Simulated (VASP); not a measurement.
# Co in VASP: single point with PBE

Aim: the single point of Co with PBE.

Everything below comes from runs of VASP 6.6.1. Logs are shortened: lines on timing, memory, paths and dates and some standing lists are left out, and cuts for length are marked.

### Step 1. The cell of the first run

The cell holds a slab with vacuum, 5 atoms: a = 2.493 Å, b = 2.493 Å, c = 24.074 Å, α = 90.00°, β = 90.00°, γ = 120.00°.

### Step 2. Single point, PBE, collinear spin, ferromagnetic start

The input, INCAR:

```
PREC     = Accurate       # precision mode
ENCUT    = 520            # plane-wave cutoff, eV
EDIFF    = 1E-6           # SCF threshold, eV
ISMEAR   = -1             # smearing method
SIGMA    = 0.1            # smearing width, eV
LREAL    = F              # projectors in reciprocal space
LASPH    = T              # aspherical terms in the spheres
NELM     = 150            # most SCF steps
ALGO     = Normal         # electronic algorithm
ISIF     = 2              # what is computed and relaxed
LWAVE    = F              # write WAVECAR
LCHARG   = F              # write CHGCAR
ISPIN    = 2              # spin polarisation
MAGMOM   = 1.7 1.7 1.7 1.7 1.7 # initial moments
LORBIT   = 11             # projections on sites
LMAXMIX  = 4              # l up to which the mixer works
LDIPOL   = T            
IDIPOL   = 3            
DIPOL    = 0.5 0.5 0.500
GGA      = PE             # functional
NBANDS   = 34             # bands
```

The input, KPOINTS:

```
Automatic mesh
0
Gamma
  15 15 1
```

The input, POSCAR:

```
Co
1.0
    2.4930397870      0.0000000000      0.0000000000
   -1.2465198935      2.1590357882      0.0000000000
    0.0000000000      0.0000000000     24.0739000000
Co
5
Direct
    0.0000000000      0.0000000000      0.3339528373
    0.3333333333      0.6666666667      0.4155371695
    0.0000000000      0.0000000000      0.5000000356
    0.3333333333      0.6666666667      0.5844628529
    0.0000000000      0.0000000000      0.6660471045
```

Potentials or basis: VASP PAW PBE potentials, release 64 (Co).

Started as:

```sh
> cat potpaw_PBE.64/Co/POTCAR > POTCAR
> mpirun -np 1 vasp_std > vasp.out
```

OUTCAR:

```text
PREC = Accurate
   ENCUT = 520
   EDIFF = 1E-6
   ISMEAR = -1
   LREAL = F
   LASPH = T
   NELM = 150
   ISIF = 2
   ISPIN = 2
   LORBIT = 11
   GGA = PE

 ion  position               nearest neighbor table
   1  0.000  0.000  0.334-   2 2.44   2 2.44   2 2.44
   2  0.333  0.667  0.416-   1 2.44   1 2.44   1 2.44   3 2.49   3 2.49   3 2.49
   3  0.000  0.000  0.500-   4 2.49   4 2.49   4 2.49   2 2.49   2 2.49   2 2.49
   4  0.333  0.667  0.584-   5 2.44   5 2.44   5 2.44   3 2.49   3 2.49   3 2.49
   5  0.000  0.000  0.666-   4 2.44   4 2.44   4 2.44

  LATTYP: Found a hexagonal cell.
 ALAT       =     2.4930397870
 C/A-ratio  =     9.6564443638

  Lattice vectors:

 A1 = (   2.4930397870,   0.0000000000,   0.0000000000)
 A2 = (  -1.2465198935,   2.1590357882,   0.0000000000)
 A3 = (   0.0000000000,   0.0000000000,  24.0739000000)

Analysis of symmetry for initial positions (statically):
=====================================================================
 Subroutine PRICEL returns:
 Original cell was already a primitive cell.

 Routine SETGRP: Setting up the symmetry group for a
 hexagonal supercell.

 Subroutine GETGRP returns: Found 12 space group operations
 (whereof 12 operations were pure point group operations)
 out of a pool of 24 trial point group operations.

The static configuration has the point symmetry D_3h.

Analysis of symmetry for dynamics (positions and initial velocities):
=====================================================================
 Subroutine PRICEL returns:
 Original cell was already a primitive cell.

 Routine SETGRP: Setting up the symmetry group for a
 hexagonal supercell.

 Subroutine GETGRP returns: Found 12 space group operations
 (whereof 12 operations were pure point group operations)
 out of a pool of 24 trial point group operations.

The dynamic configuration has the point symmetry D_3h.

Analysis of structural, dynamic, and magnetic symmetry:
=====================================================================
 Subroutine PRICEL returns:
 Original cell was already a primitive cell.

 Routine SETGRP: Setting up the symmetry group for a
 hexagonal supercell.

 Subroutine GETGRP returns: Found 12 space group operations
 (whereof 12 operations were pure point group operations)
 out of a pool of 24 trial point group operations.

[... 139 lines left out ...]
  volume of cell :      129.58
 maximum number of plane-waves:      3528
 NGX is ok and might be reduce to    20
   NGX =  9   NGY =  9   NGZ = 89

 dipolmoment           0.000000      0.000000      0.000000 electrons x Angstroem

 number of electron      45.0000005 magnetization       8.3442715

 dipolmoment           0.000000      0.000000     -0.000000 electrons x Angstroem

 Free energy of the ion-electron system (eV)
  ---------------------------------------------------
  ext. energy  EPLUGINS =         0.00000000
  ---------------------------------------------------
  free energy    TOTEN  =       -33.83243842 eV

  energy without entropy =      -33.67211092  energy(sigma->0) =      -33.75227467

 E-fermi :   1.5183     XC(G=0):  -6.4081

 val. band max:        1.5159508833   @ k =   0.0667   0.0000   0.0000
 cond. band min:       1.5216040116   @ k =   0.3333   0.0667   0.0000
 fundamental gap:      0.0056531283
 Fermi energy:         1.5183141647

 spin component 1

 k-point     1 :       0.0000    0.0000    0.0000
  band No.  band energies     occupation
      1      -7.1128      1.00000
      2      -6.2409      1.00000
      3      -4.8951      1.00000
      4      -3.9104      1.00000
      5      -3.6581      1.00000
      6      -1.3512      1.00000
[... 877 lines left out ...]
     33       9.7283      0.00000
     34      10.3511      0.00000

 [... further k-points ...]

 spin component 2

 k-point     1 :       0.0000    0.0000    0.0000
  band No.  band energies     occupation
      1      -7.1078      1.00000
      2      -6.2160      1.00000
      3      -4.7789      1.00000
      4      -3.4166      1.00000
      5      -2.7991      1.00000
      6       0.1045      1.00000
[... 877 lines left out ...]
     33      10.4163      0.00000
     34      10.8934      0.00000

 [... further k-points ...]

------------------------ aborting loop because EDIFF is reached ----------------------------------------

 vacuum level on the upper side and lower side of the slab       (xc-potential included)         0.008         0.008

  FORCE on cell =-STRESS in cart. coord.  units (eV):
  Direction    XX          YY          ZZ          XY          YZ          ZX
  --------------------------------------------------------------------------------------
  -------------------------------------------------------------------------------------
  Total       -1.4984451     -1.4984451     -0.2381941      0.0000000      0.0000000      0.0000000
  in kB      -18.5274613    -18.5274613     -2.9451404      0.0000000      0.0000000      0.0000000
  external PRESSURE =     -13.3333543 kB  Pullay stress =       0.0000000 kB

 VOLUME and BASIS-vectors are now :
 -----------------------------------------------------------------------------
  energy-cutoff  :      520.00
  volume of cell :      129.58
      direct lattice vectors                 reciprocal lattice vectors
     2.493039787  0.000000000  0.000000000     0.401116743  0.231584860  0.000000000
    -1.246519893  2.159035788  0.000000000     0.000000000  0.463169719  0.000000000
     0.000000000  0.000000000 24.073900000     0.000000000  0.000000000  0.041538762

 POSITION                                       TOTAL-FORCE (eV/Angst)
 -----------------------------------------------------------------------------------
      0.00000      0.00000      8.03955         0.000000     -0.000000      0.033463
     -0.00000      1.43936     10.00360        -0.000000     -0.000000     -0.006630
      0.00000      0.00000     12.03695         0.000000     -0.000000      0.000000
     -0.00000      1.43936     14.07030        -0.000000     -0.000000      0.006630
      0.00000      0.00000     16.03435         0.000000      0.000000     -0.033463
 -----------------------------------------------------------------------------------
    total drift:                               -0.000000      0.000000     -0.000002

  FREE ENERGIE OF THE ION-ELECTRON SYSTEM (eV)
  ---------------------------------------------------
  free  energy   TOTEN  =       -33.8324384153 eV

  energy  without entropy=      -33.6721109175  energy(sigma->0) =      -33.75227467

 vacuum level on the upper side and lower side of the slab         6.466         6.466

 total charge

# of ion       s       p       d       tot
------------------------------------------
    1        0.485   0.409   7.241   8.135
    2        0.489   0.527   7.269   8.285
    3        0.486   0.512   7.261   8.259
    4        0.489   0.527   7.269   8.285
    5        0.485   0.409   7.241   8.135
--------------------------------------------------
tot          2.434   2.384  36.280  41.099

 magnetization (x)

# of ion       s       p       d       tot
------------------------------------------
    1       -0.010  -0.039   1.786   1.738
    2       -0.015  -0.054   1.733   1.664
    3       -0.014  -0.052   1.692   1.626
    4       -0.015  -0.054   1.733   1.664
    5       -0.010  -0.039   1.786   1.738
--------------------------------------------------
tot         -0.063  -0.237   8.728   8.429
```

stdout:

```text
POSCAR found type information on POSCAR Co
 POSCAR found :  1 types and       5 ions
 scaLAPACK will be used
 LDA part: xc-table for (Slater+PW92), standard interpolation
 POSCAR, INCAR and KPOINTS ok, starting setup
 FFT: planning ... GRIDC
 FFT: planning ... GRID_SOFT
 FFT: planning ... GRID
 WAVECAR not read
 entering main loop
```

Wall time 6.1 min (1 thread of Intel Xeon 6975P-C (Granite Rapids), shared host); peak memory 0.4 GiB.

Results:

```
Free energy                                           : -33.8324 eV
Largest force                                         : 0.033 eV/Å
Net moment                                            : 8.34 μB per cell
Site moments                                          : Co +1.74, +1.66, +1.63 (each value once) μB
Valence electrons inside the program's atomic spheres : Co 8.13, 8.29, 8.26 (each value once)
```

Forces in eV/Å, atoms in the order of the input:
```
Co   0.000  0.000  0.033
Co   0.000  0.000 -0.007
Co   0.000  0.000  0.000
Co   0.000  0.000  0.007
Co   0.000  0.000 -0.033
```
